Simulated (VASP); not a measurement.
Write the native input for VASP 6.6.1 that does the following.

* Task: relaxation of cell and atoms
* Functional: revPBE
* Potentials or basis: VASP PAW PBE potentials, release 64 (Pb_d, S)
* Cutoff: 600 eV
* k mesh: 8 × 8 × 8
* Occupations: fermi-dirac, width 0.05 eV
* Spin: no spin polarisation
* Dipole correction: no
* Further INCAR settings: ALGO = Normal; EDIFF = 1e-07; IBRION = 2; EDIFFG = -0.01; NSW = 60; ISIF = 3

The structure of PbS (Galena) lies in POSCAR:

```
PbS
1.0
    0.0000000000      2.9657500000      2.9657500000
    2.9657500000      0.0000000000      2.9657500000
    2.9657500000      2.9657500000      0.0000000000
Pb S
1 1
Direct
    0.0000000000      0.0000000000      0.0000000000
    0.5000000000      0.5000000000      0.5000000000
```

One way to write it, as run:

INCAR

```
SYSTEM = PbS
PREC = Accurate
ENCUT = 600
EDIFF = 1E-7
ISMEAR = -1
SIGMA = 0.05
LREAL = .FALSE.
LASPH = .TRUE.
NELM = 80
ALGO = Normal
ISIF = 3
LWAVE = .FALSE.
LCHARG = .FALSE.
GGA = RE
IBRION = 2
NSW = 60
EDIFFG = -0.01
```

KPOINTS

```
regular mesh
0
G
  8 8 8
  0 0 0
```

Potentials or basis: VASP PAW PBE potentials, release 64 (Pb_d, S).

Launch:

```bash
$ cat potpaw_PBE.64/Pb_d/POTCAR potpaw_PBE.64/S/POTCAR > POTCAR
$ mpirun -np 1 vasp_std > vasp.out
```

It gave:

```
Relaxed volume                         : 27.81 Å³/atom
Relaxed cell                           : a = 4.285 Å, b = 4.285 Å, c = 4.285 Å, α = 60.00°, β = 60.00°, γ = 60.00°
Space group after relaxing (to 0.05 Å) : Fm-3m (No. 225)
Energy gained by relaxing              : 18.4 meV/atom
Ionic steps                            : 3
Pressure after relaxing                : 0.0 GPa
Band gap on the k mesh                 : 0.65 eV, direct
```

Caveat: the PAW data sets were made with another functional, which shifts forces and pressure a little; spin-orbit coupling is left out, which moves the levels of the heavy elements.

It took 120 s on 1 thread of Intel Xeon 8259CL, on a shared host, peak memory 0.22 GiB.
